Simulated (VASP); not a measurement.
# Mo in VASP: a series of runs

Mo is run at these levels: PBE; tasks: single point.

Everything below comes from runs of VASP 6.6.1. Logs are shortened: lines on timing, memory, paths and dates and some standing lists are left out, and cuts for length are marked.

## Step 1: The cell of the first run

The typed cell holds 1 atom: a = 2.799 Å, b = 2.799 Å, c = 2.799 Å, α = 120.00°, β = 120.00°, γ = 90.01°.

This isn't the form of Mo at room conditions, which is bcc.

## Step 2: Single point, PBE

Input file INCAR:

```
SYSTEM = Mo
PREC = Accurate
ENCUT = 520
EDIFF = 1E-6
ISMEAR = 0
SIGMA = 0.15
LREAL = .False.
LASPH = .True.
NELM = 100
ALGO = Fast
ISIF = 2
LWAVE = .False.
LCHARG = .False.
GGA = PE
NBANDS = 13
```

Input file KPOINTS:

```
regular mesh
0
Gamma
  24 24 24
  0 0 0
```

Input file POSCAR:

```
Mo
1.0
   -1.3996723452      1.3996723452      1.9791366962
    1.3996723452     -1.3996723452      1.9791366962
    1.3996723452      1.3996723452     -1.9791366962
Mo
1
Direct
    0.0000000000      0.0000000000      0.0000000000
```

Potentials or basis: VASP PAW PBE potentials, release 64 (Mo_sv).

On the command line:

```console
cat potpaw_PBE.64/Mo_sv/POTCAR > POTCAR
mpirun -np 1 vasp_std > vasp.out
```

OUTCAR:

```text
SYSTEM = Mo
   PREC = Accurate
   ENCUT = 520
   EDIFF = 1E-6
   ISMEAR = 0
   LREAL = .False.
   LASPH = .True.
   NELM = 100
   ISIF = 2
   GGA = PE

 ion  position               nearest neighbor table
   1  0.000  0.000  0.000-

  LATTYP: Found a body centered tetragonal cell.
 ALAT       =     2.7993446904
 C/A-ratio  =     1.4140000001

  Lattice vectors:

 A1 = (  -1.3996723452,   1.3996723452,   1.9791366962)
 A2 = (   1.3996723452,  -1.3996723452,   1.9791366962)
 A3 = (   1.3996723452,   1.3996723452,  -1.9791366962)

Analysis of symmetry for initial positions (statically):
=====================================================================
 Subroutine PRICEL returns:
 Original cell was already a primitive cell.

 Routine SETGRP: Setting up the symmetry group for a
 body centered tetragonal supercell.

 Subroutine GETGRP returns: Found 16 space group operations
 (whereof 16 operations were pure point group operations)
 out of a pool of 16 trial point group operations.

The static configuration has the point symmetry D_4h.

Analysis of symmetry for dynamics (positions and initial velocities):
=====================================================================
 Subroutine PRICEL returns:
 Original cell was already a primitive cell.

 Routine SETGRP: Setting up the symmetry group for a
 body centered tetragonal supercell.

 Subroutine GETGRP returns: Found 16 space group operations
 (whereof 16 operations were pure point group operations)
 out of a pool of 16 trial point group operations.

The dynamic configuration has the point symmetry D_4h.

 Subroutine INISYM returns: Found 16 space group operations
 (whereof 16 operations are pure point group operations),
 and found     1 'primitive' translations

----------------------------------------------------------------------------------------

                                     Primitive cell

  volume of cell :      15.5092

  direct lattice vectors                    reciprocal lattice vectors
    -1.399672345  1.399672345  1.979136696     0.000000000  0.357226462  0.252635405
     1.399672345 -1.399672345  1.979136696     0.357226462  0.000000000  0.252635405
     1.399672345  1.399672345 -1.979136696     0.357226462  0.357226462  0.000000000

  length of vectors
     2.799133332  2.799133332  2.799133332     0.437533305  0.437533305  0.505194508

  position of ions in fractional coordinates (direct lattice)
     0.000000000  0.000000000  0.000000000

  ion indices of the primitive-cell ions
   primitive index   ion index
                 1           1

[... 81 lines left out ...]
   PSTRESS=    0.0 pullay stress
   NELECT =      14.0000    total number of electrons
   NUPDOWN=      -1.0000    fix difference up-down
   EMIN   =  10.00;   EMAX   =-10.00  energy-range for DOS
   EFERMI =   0.00;   METHOD = LEGACY
   ISMEAR =     0;   SIGMA  =   0.15  broadening in eV -4-tet -1-fermi 0-gaus
   EFERMI_NEDOS =   21; number of points for ismear=-14 and -15
   IALGO  =     68    algorithm
   IMIX   =      4    mixing-type and parameters
     AMIX     =   0.40;   BMIX     =  1.00
     AMIX_MAG =   1.60;   BMIX_MAG =  1.00
  volume/ion in A,a.u.               =      15.51       104.66
  Fermi-wavevector in a.u.,A,eV,Ry     =   1.582176  2.989878 34.059184  2.503279
  Thomas-Fermi vector in A             =   2.682139
   LORBIT       =      0    0 simple, 1 ext, 2 COOP (PROOUT), +10 PAW based schemes
   GGA     = PE    functional components
   LHFCALC =     F    Hartree Fock is set to
   AEXX    =    0.0000 exact exchange contribution
   IVDW    =     0    specifies the selected vdW correction
   LEPSILON=     F    determine dielectric tensor
   LRPA    =     F    only Hartree local field effects (RPA)
 non-spin polarized calculation
 RMM-DIIS sequential band-by-band and
 Gauss-broadening in eV      SIGMA  =   0.15
  energy-cutoff  :      520.00
  volume of cell :       15.51
 maximum number of plane-waves:       444
 NGX is ok and might be reduce to    24
   NGX = 11   NGY = 11   NGZ = 11

 number of electron      13.9999999 magnetization

 Free energy of the ion-electron system (eV)
  ---------------------------------------------------
  ext. energy  EPLUGINS =         0.00000000
  ---------------------------------------------------
  free energy    TOTEN  =       -10.50437055 eV

  energy without entropy =      -10.49073159  energy(sigma->0) =      -10.49755107

 E-fermi :  12.2872     XC(G=0): -13.4157

 val. band max:       12.2774510744   @ k =  -0.1667  -0.4167   0.0417
 cond. band min:      12.2916313124   @ k =  -0.2500   0.2083  -0.0000
 fundamental gap:      0.0141802381
 Fermi energy:        12.2871742629

 k-point     1 :       0.0000    0.0000    0.0000
  band No.  band energies     occupation
      1     -48.4049      2.00000
      2     -21.6757      2.00000
      3     -21.6757      2.00000
      4     -21.6756      2.00000
      5       5.4658      2.00000
      6      11.5330      2.00000
      7      11.5330      2.00000
      8      11.5349      2.00000
      9      14.3378      0.00000
     10      14.3405      0.00000
     11      25.4087      0.00000
     12      30.8226      0.00000
     13      30.8264      0.00000
[... 354 lines left out ...]
  band No.  band energies     occupation
      1     -48.1479      2.00000
      2     -23.1020      2.00000
      3     -21.8828      2.00000
      4     -21.8632      2.00000
      5       7.6020      2.00000
      6      11.2701      2.00000
      7      11.3975      2.00000
      8      13.6821      0.00000
      9      16.3748      0.00000
     10      16.7683      0.00000
     11      23.8755      0.00000
     12      25.3732      0.00000
     13      31.6062      0.00000

 [... further k-points ...]

------------------------ aborting loop because EDIFF is reached ----------------------------------------

  FORCE on cell =-STRESS in cart. coord.  units (eV):
  Direction    XX          YY          ZZ          XY          YZ          ZX
  --------------------------------------------------------------------------------------
  -------------------------------------------------------------------------------------
  Total        0.8746485      0.8746485      0.8715993      0.0000000      0.0000000      0.0000000
  in kB       90.3557111     90.3557111     90.0407066      0.0000000      0.0000000      0.0000000
  external PRESSURE =      90.2507096 kB  Pullay stress =       0.0000000 kB

 VOLUME and BASIS-vectors are now :
 -----------------------------------------------------------------------------
  energy-cutoff  :      520.00
  volume of cell :       15.51
      direct lattice vectors                 reciprocal lattice vectors
    -1.399672345  1.399672345  1.979136696     0.000000000  0.357226462  0.252635405
     1.399672345 -1.399672345  1.979136696     0.357226462  0.000000000  0.252635405
     1.399672345  1.399672345 -1.979136696     0.357226462  0.357226462  0.000000000

 POSITION                                       TOTAL-FORCE (eV/Angst)
 -----------------------------------------------------------------------------------
      0.00000      0.00000      0.00000         0.000000     -0.000000      0.000000
 -----------------------------------------------------------------------------------
    total drift:                               -0.000000      0.000000      0.000000

  FREE ENERGIE OF THE ION-ELECTRON SYSTEM (eV)
  ---------------------------------------------------
  free  energy   TOTEN  =       -10.5043705548 eV

  energy  without entropy=      -10.4907315930  energy(sigma->0) =      -10.49755107
```

Wall time 2.3 min (1 thread of AMD EPYC 9R45 (Zen 5), shared host); peak memory 0.28 GiB.

Results:

```
Free energy            : -10.5044 eV
Pressure               : 9.0 GPa
Band gap on the k mesh : zero (bands 7 and 8 overlap by 4.93 eV)
```

Caveat: the cell stands under pressure.

## Step 3: Single point, PBE

Input file INCAR:

```
SYSTEM = Mo
  PREC = Accurate
  ENCUT = 520
  EDIFF = 1E-7
  ISMEAR = 0
  SIGMA = 0.15
  LREAL = .False.
  LASPH = .True.
  NELM = 60
  ALGO = Fast
  ISIF = 2
  LWAVE = .False.
  LCHARG = .False.
  GGA = PE
  NBANDS = 13
```

KPOINTS is that of step 2.

Input file POSCAR:

```
Mo
1.0
   -1.3723949101      1.3723949101      2.0585923652
    1.3723949101     -1.3723949101      2.0585923652
    1.3723949101      1.3723949101     -2.0585923652
Mo
1
Direct
    0.0000000000      0.0000000000      0.0000000000
```

Potentials or basis: VASP PAW PBE potentials, release 64 (Mo_sv).

On the command line:

```console
cat potpaw_PBE.64/Mo_sv/POTCAR > POTCAR
mpirun -np 1 vasp_std > vasp.out
```

Run time: 81 s. Hardware: 1 thread of Intel Xeon 6975P-C (Granite Rapids), shared host; peak memory 0.31 GiB.

The run converged. Its results:

```
Free energy            : -10.5226 eV
Pressure               : 9.2 GPa
Band gap on the k mesh : zero (bands 7 and 8 overlap by 4.57 eV)
```

Stress tensor (GPa, compression positive):
```
 6.48  0.00  0.00
 0.00  6.48  0.00
 0.00  0.00 14.59
```

Levels at points of the mesh, in eV from the Fermi level:
```
           k point  band 4  band 5  band 6  band 7  band 8  band 9  band 10  band 11
(0.00, 0.00, 0.00)  -34.02   -6.89   -1.32   -0.55   -0.55    1.41     2.48    13.10
(0.50, 0.00, 0.00)  -34.15   -4.83   -1.41   -0.61    1.62    3.93     4.33    11.55
(0.50, 0.50, 0.00)  -34.55   -5.26   -4.56    4.01    4.34    4.57     5.17    11.91
(0.50, 0.50, 0.50)  -34.45   -5.19   -4.46    3.38    4.17    4.70     4.70    13.28
```

Caveat: the cell stands under pressure.
